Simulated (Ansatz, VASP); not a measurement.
## Sn: VASP beside Ansatz

```xyz
4
Lattice="0.0001 -0.0001 3.0899 6.5258 0.0005 -0.0005 -3.2625 5.6519 0.0007" Properties=species:S:1:pos:R:3 pbc="T T T"
Sn   -0.0025   -0.0002    1.5362
Sn   -1.6288    2.8264    1.5482
Sn   -0.0015    5.6523    1.5294
Sn    1.6339    2.8256    1.5669
```

Change from the starting cell: cell x4, atoms moved at random (sigma 0.15 Å) and cell strained at random (1.5 %), then relaxed without symmetry.

Alike in both runs: functional PBE; k mesh 8 × 6 × 6; occupations gaussian, width 0.2 eV; no spin polarisation.

Ansatz relaxed the structure, and its values are those at the end. VASP's run is a single point on that final structure, the one shown.

|  | VASP | Ansatz |
| --- | --- | --- |
| version | VASP 6.6.1 | Ansatz 0.2.0 |
| potentials or method | VASP PAW PBE potentials, release 64 (Sn_d), cutoff 520 eV | scalar-relativistic, plane waves, PAW |
| valence electrons in the cell | 56 | 56 |

```tsv
	VASP	Ansatz	Ansatz less VASP
gap on the k mesh at the Fermi level (eV)	none	none	-
pressure (GPa)	0.0	0.0	+0.03
```

A gap of «none» marks a metal or a gap that the smearing closes. With one functional, cell and mesh, what is left measures potentials, basis and numerics.
